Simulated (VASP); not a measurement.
# W (I4/mmm) in VASP: single point with r2SCAN

Aim: the single point of W with r2SCAN.

All numbers are computed with VASP 6.6.1; they aren't measurements. Logs are shortened: lines on timing, memory, paths and dates and some standing lists are left out, and cuts for length are marked.

### Step 1. The cell of the first run

Symmetry: I4/mmm, No. 139, tetragonal system. Conventional cell: a = 2.957 Å, b = 2.957 Å, c = 3.999 Å, α = 90.00°, β = 90.00°, γ = 90.00°. Within 3.8 Å of W (site symmetry 4/mmm) lie 12 W at 2.89 to 2.96 Å.

### Step 2. Single point, r2SCAN (strain +0.030 along x and y, -0.015 along z)

Input file POSCAR:

```
W
1.0
    0.0000000000      2.0909000000      1.9995500000
    2.0909000000      0.0000000000      1.9995500000
    2.0909000000      2.0909000000      0.0000000000
W
1
Direct
    0.0000000000      0.0000000000      0.0000000000
```

Input file INCAR.step1:

```
PREC = Accurate
ENCUT = 520
ISMEAR = 0
SIGMA = 0.15
LREAL = False
LASPH = True
NELM = 60
NBANDS = 13
GGA = PE
ALGO = Normal
EDIFF = 1E-4
LWAVE = True
LCHARG = False
```

Input file INCAR.step2:

```
PREC = Accurate
ENCUT = 520
EDIFF = 1E-6
ISMEAR = 0
SIGMA = 0.15
LREAL = False
LASPH = True
NELM = 60
ALGO = Normal
ISIF = 2
LWAVE = False
LCHARG = False
METAGGA = R2SCAN
LMIXTAU = True
NBANDS = 13
ISTART = 1
```

Input file KPOINTS:

```
regular mesh
0
Gamma
  20 20 20
```

Potentials or basis: VASP PAW PBE potentials, release 64 (W_sv).

Command:

```bash
$ cat potpaw_PBE.64/W_sv/POTCAR > POTCAR
$ cp INCAR.step1 INCAR
$ mpirun -np 1 vasp_std > vasp.out
$ cp INCAR.step2 INCAR
$ mpirun -np 1 vasp_std > vasp.out
```

OUTCAR:

```text
PREC = Accurate
   ENCUT = 520
   EDIFF = 1E-6
   ISMEAR = 0
   LREAL = False
   LASPH = True
   NELM = 60
   ISIF = 2
   METAGGA = R2SCAN
   ISTART = 1

 ion  position               nearest neighbor table
   1  0.000  0.000  0.000-

  LATTYP: Found a body centered tetragonal cell.
 ALAT       =     2.9569791376
 C/A-ratio  =     1.3524275329

  Lattice vectors:

 A1 = (   0.0000000000,  -2.0909000000,  -1.9995500000)
 A2 = (   0.0000000000,   2.0909000000,  -1.9995500000)
 A3 = (   2.0909000000,   0.0000000000,   1.9995500000)

Analysis of symmetry for initial positions (statically):
=====================================================================
 Subroutine PRICEL returns:
 Original cell was already a primitive cell.

 Routine SETGRP: Setting up the symmetry group for a
 body centered tetragonal supercell.

 Subroutine GETGRP returns: Found 16 space group operations
 (whereof 16 operations were pure point group operations)
 out of a pool of 16 trial point group operations.

The static configuration has the point symmetry D_4h.

Analysis of symmetry for dynamics (positions and initial velocities):
=====================================================================
 Subroutine PRICEL returns:
 Original cell was already a primitive cell.

 Routine SETGRP: Setting up the symmetry group for a
 body centered tetragonal supercell.

 Subroutine GETGRP returns: Found 16 space group operations
 (whereof 16 operations were pure point group operations)
 out of a pool of 16 trial point group operations.

The dynamic configuration has the point symmetry D_4h.

 Subroutine INISYM returns: Found 16 space group operations
 (whereof 16 operations are pure point group operations),
 and found     1 'primitive' translations

----------------------------------------------------------------------------------------

                                     Primitive cell

  volume of cell :      17.4835

  direct lattice vectors                    reciprocal lattice vectors
     0.000000000  2.090900000  1.999550000    -0.239131474  0.239131474  0.250056263
     2.090900000  0.000000000  1.999550000     0.239131474 -0.239131474  0.250056263
     2.090900000  2.090900000  0.000000000     0.239131474  0.239131474 -0.250056263

  length of vectors
     2.893106118  2.893106118  2.956979138     0.420589894  0.420589894  0.420589894

  position of ions in fractional coordinates (direct lattice)
     0.000000000  0.000000000  0.000000000

  ion indices of the primitive-cell ions
   primitive index   ion index
                 1           1

----------------------------------------------------------------------------------------

 KPOINTS: regular mesh

Automatic generation of k-mesh.
 Grid dimensions read from file:
 generate k-points for:   20   20   20

 Generating k-lattice:

  Cartesian coordinates                     Fractional coordinates (reciprocal lattice)
    -0.011956574  0.011956574  0.012502813     0.050000000  0.000000000  0.000000000
     0.011956574 -0.011956574  0.012502813     0.000000000  0.050000000  0.000000000
     0.011956574  0.011956574 -0.012502813     0.000000000  0.000000000  0.050000000

  Length of vectors
     0.021029495  0.021029495  0.021029495

  Shift w.r.t. Gamma in fractional coordinates (k-lattice)
     0.000000000  0.000000000  0.000000000

 Subroutine IBZKPT returns following result:
 ===========================================

 Found    641 irreducible k-points:

 Following reciprocal coordinates:
            Coordinates               Weight
  0.000000  0.000000  0.000000      1.000000
  0.050000  0.000000  0.000000      8.000000
  0.100000 -0.000000  0.000000      8.000000
  0.150000 -0.000000  0.000000      8.000000
  0.200000 -0.000000  0.000000      8.000000
  0.250000 -0.000000  0.000000      8.000000
[... 16 lines left out ...]
 -0.400000  0.050000  0.000000      8.000000
 -0.350000  0.050000  0.000000      8.000000
 [... further k-points ...]
   k-points           NKPTS =    641   k-points in BZ     NKDIM =    641   number of bands    NBANDS=     13
   number of dos      NEDOS =    301   number of ions     NIONS =      1
   total plane-waves  NPLWV =  13824
   dimension x,y,z NGX =    24 NGY =   24 NGZ =   24
   dimension x,y,z NGXF=    48 NGYF=   48 NGZF=   48
   ions per type =               1
   NGX,Y,Z   is equivalent  to a cutoff of  13.79, 13.79, 13.49 a.u.
   NGXF,Y,Z  is equivalent  to a cutoff of  27.58, 27.58, 26.99 a.u.
 SYSTEM =  unknown system
   PREC   = accura    normal or accurate (medium, high low for compatibility)
   ISTART =      1    job   : 0-new  1-cont  2-samecut
   ICHARG =      0    charge: 1-file 2-atom 10-const
   ISPIN  =      1    spin polarized calculation?
   LNONCOLLINEAR =      F non collinear calculations
   LSORBIT =      F    spin-orbit coupling
   LASPH  =      T    aspherical Exc in radial PAW
   ENCUT  =  520.0 eV  38.22 Ry    6.18 a.u.   5.38  5.38  5.50*2*pi/ulx,y,z
   NELM   =     60;   NELMIN=  2; NELMDL=  0     # of ELM steps
   EDIFF  = 0.1E-05   stopping-criterion for ELM
   LREAL  =      F    real-space projection
   EDIFFG = 0.1E-04   stopping-criterion for IOM
   NSW    =      0    number of steps for IOM
   IBRION =     -1    ionic relax: 0-MD 1-quasi-New 2-CG
   NFREE  =      0    steps in history (QN), initial steepest desc. (CG)
   ISIF   =      2    stress and relaxation
   ISYM   =      2    0-nonsym 1-usesym 2-fastsym
   POTIM  = 0.5000    time-step for ionic-motion
   TEBEG  =    0.0;   TEEND  =   0.0 temperature during run
   PSTRESS=    0.0 pullay stress
   NELECT =      14.0000    total number of electrons
   NUPDOWN=      -1.0000    fix difference up-down
   EMIN   =  10.00;   EMAX   =-10.00  energy-range for DOS
   EFERMI =   0.00;   METHOD = LEGACY
   ISMEAR =     0;   SIGMA  =   0.15  broadening in eV -4-tet -1-fermi 0-gaus
   EFERMI_NEDOS =   21; number of points for ismear=-14 and -15
   IALGO  =     38    algorithm
   IMIX   =      4    mixing-type and parameters
     AMIX     =   0.40;   BMIX     =  1.00
     AMIX_MAG =   1.60;   BMIX_MAG =  1.00
  volume/ion in A,a.u.               =      17.48       117.98
  Fermi-wavevector in a.u.,A,eV,Ry     =   1.520225  2.872809 31.444214  2.311085
  Thomas-Fermi vector in A             =   2.629105
   LORBIT       =      0    0 simple, 1 ext, 2 COOP (PROOUT), +10 PAW based schemes
   METAGGA = R2SCAN    functional components
   LHFCALC =     F    Hartree Fock is set to
   AEXX    =    0.0000 exact exchange contribution
   IVDW    =     0    specifies the selected vdW correction
   LEPSILON=     F    determine dielectric tensor
   LRPA    =     F    only Hartree local field effects (RPA)
 non-spin polarized calculation
 Gauss-broadening in eV      SIGMA  =   0.15
  energy-cutoff  :      520.00
  volume of cell :       17.48
 maximum number of plane-waves:       499
 NGX is ok and might be reduce to    24
   NGX = 11   NGY = 11   NGZ = 11

 number of electron      14.0000000 magnetization

 Free energy of the ion-electron system (eV)
  ---------------------------------------------------
  ext. energy  EPLUGINS =         0.00000000
  ---------------------------------------------------
  free energy    TOTEN  =       -50.75678413 eV

  energy without entropy =      -50.74491490  energy(sigma->0) =      -50.75084951

 E-fermi :   9.5746     XC(G=0): -14.3313

 val. band max:        9.5736001507   @ k =  -0.3500   0.1500   0.1000
 cond. band min:       9.5753307821   @ k =  -0.3500   0.0000   0.1000
 fundamental gap:      0.0017306314
 Fermi energy:         9.5746000043

 k-point     1 :       0.0000    0.0000    0.0000
  band No.  band energies     occupation
      1     -66.2619      2.00000
      2     -29.2821      2.00000
      3     -29.2821      2.00000
      4     -29.2509      2.00000
      5       0.3522      2.00000
      6       8.7793      2.00000
      7       8.7793      2.00000
      8       9.4253      1.84083
      9      11.6286      0.00000
     10      12.4984      0.00000
     11      22.8104      0.00000
     12      27.6302      0.00000
     13      27.6302      0.00000

 k-point     2 :       0.0500    0.0000    0.0000
  band No.  band energies     occupation
      1     -66.2597      2.00000
      2     -29.3022      2.00000
      3     -29.2862      2.00000
      4     -29.2590      2.00000
      5       0.4593      2.00000
      6       8.7430      2.00000
      7       8.8285      2.00000
      8       9.4260      1.83871
      9      11.5937      0.00000
     10      12.4455      0.00000
     11      23.0255      0.00000
     12      27.3440      0.00000
     13      27.8224      0.00000

 k-point     3 :       0.1000   -0.0000    0.0000
  band No.  band energies     occupation
      1     -66.2533      2.00000
      2     -29.3724      2.00000
      3     -29.2981      2.00000
      4     -29.2702      2.00000
      5       0.7723      2.00000
      6       8.5959      2.00000
      7       8.9580      2.00000
      8       9.4817      1.61889
      9      11.5174      0.00000
     10      12.3115      0.00000
     11      23.6203      0.00000
     12      26.4507      0.00000
     13      28.3841      0.00000

 k-point     4 :       0.1500   -0.0000    0.0000
  band No.  band energies     occupation
      1     -66.2433      2.00000
      2     -29.4852      2.00000
      3     -29.3164      2.00000
      4     -29.2826      2.00000
      5       1.2650      2.00000
      6       8.3424      2.00000
      7       9.1079      1.99999
      8       9.6164      0.69371
      9      11.4841      0.00000
     10      12.1678      0.00000
     11      24.3311      0.00000
     12      25.5110      0.00000
     13      29.2754      0.00000

 k-point     5 :       0.2000   -0.0000    0.0000
  band No.  band energies     occupation
      1     -66.2307      2.00000
      2     -29.6261      2.00000
      3     -29.3394      2.00000
      4     -29.2973      2.00000
      5       1.8887      2.00000
      6       8.0799      2.00000
      7       9.1826      1.99978
      8       9.7452      0.10776
      9      11.6156      0.00000
     10      12.1253      0.00000
     11      23.9180      0.00000
     12      25.7909      0.00000
     13      30.4408      0.00000
[... 257 lines left out ...]
 k-point    22 :      -0.4500    0.0500    0.0000
  band No.  band energies     occupation
      1     -66.1714      2.00000
      2     -30.2392      2.00000
      3     -29.4462      2.00000
      4     -29.3840      2.00000
      5       4.0294      2.00000
      6       8.5903      2.00000
      7       8.9774      2.00000
      8       9.6669      0.38406
      9      14.2549      0.00000
     10      14.3713      0.00000
     11      19.4839      0.00000
     12      22.7066      0.00000
     13      28.4415      0.00000

 k-point    23 :      -0.4000    0.0500    0.0000
  band No.  band energies     occupation
      1     -66.1767      2.00000
      2     -30.1849      2.00000
      3     -29.4329      2.00000
      4     -29.3824      2.00000
      5       3.9643      2.00000
      6       8.6672      2.00000
      7       8.8752      2.00000
      8       9.3726      1.94310
      9      13.7374      0.00000
     10      14.1709      0.00000
     11      20.1792      0.00000
     12      23.1681      0.00000
     13      29.0704      0.00000

 k-point    24 :      -0.3500    0.0500    0.0000
  band No.  band energies     occupation
      1     -66.1858      2.00000
      2     -30.0915      2.00000
      3     -29.4134      2.00000
      4     -29.3755      2.00000
      5       3.7838      2.00000
      6       8.4269      2.00000
      7       8.8078      2.00000
      8       9.3563      1.96039
      9      13.0588      0.00000
     10      13.7788      0.00000
     11      21.1063      0.00000
     12      24.0756      0.00000
     13      29.8989      0.00000

 [... further k-points ...]

------------------------ aborting loop because EDIFF is reached ----------------------------------------

  FORCE on cell =-STRESS in cart. coord.  units (eV):
  Direction    XX          YY          ZZ          XY          YZ          ZX
  --------------------------------------------------------------------------------------
  -------------------------------------------------------------------------------------
  Total       -1.4613518     -1.4613518     -3.2280080      0.0000000      0.0000000      0.0000000
  in kB     -133.9172643   -133.9172643   -295.8124096      0.0000000      0.0000000      0.0000000
  external PRESSURE =    -187.8823127 kB  Pullay stress =       0.0000000 kB

 VOLUME and BASIS-vectors are now :
 -----------------------------------------------------------------------------
  energy-cutoff  :      520.00
  volume of cell :       17.48
      direct lattice vectors                 reciprocal lattice vectors
     0.000000000  2.090900000  1.999550000    -0.239131474  0.239131474  0.250056263
     2.090900000  0.000000000  1.999550000     0.239131474 -0.239131474  0.250056263
     2.090900000  2.090900000  0.000000000     0.239131474  0.239131474 -0.250056263

 POSITION                                       TOTAL-FORCE (eV/Angst)
 -----------------------------------------------------------------------------------
      0.00000      0.00000      0.00000         0.000000      0.000000      0.000000
 -----------------------------------------------------------------------------------
    total drift:                               -0.000000      0.000000     -0.000000

  FREE ENERGIE OF THE ION-ELECTRON SYSTEM (eV)
  ---------------------------------------------------
  free  energy   TOTEN  =       -50.7567841298 eV

  energy  without entropy=      -50.7449148984  energy(sigma->0) =      -50.75084951
```

Run time: 6.7 min. Hardware: 1 thread of Intel Xeon 8259CL, shared host; peak memory 0.27 GiB.

Results:

```yaml
Free_energy: -50.7568 eV
Pressure: -18.8 GPa
Band_gap_on_the_k_mesh: zero (bands 7 and 8 overlap by 3.74 eV)
```

Caveat: the cell differs from its parent crystal (strain +0.030 along x and y, -0.015 along z); the cell stands under tension; the PAW data sets were made with another functional, which shifts forces and pressure a little; spin-orbit coupling is left out, which moves the levels of the heavy elements.
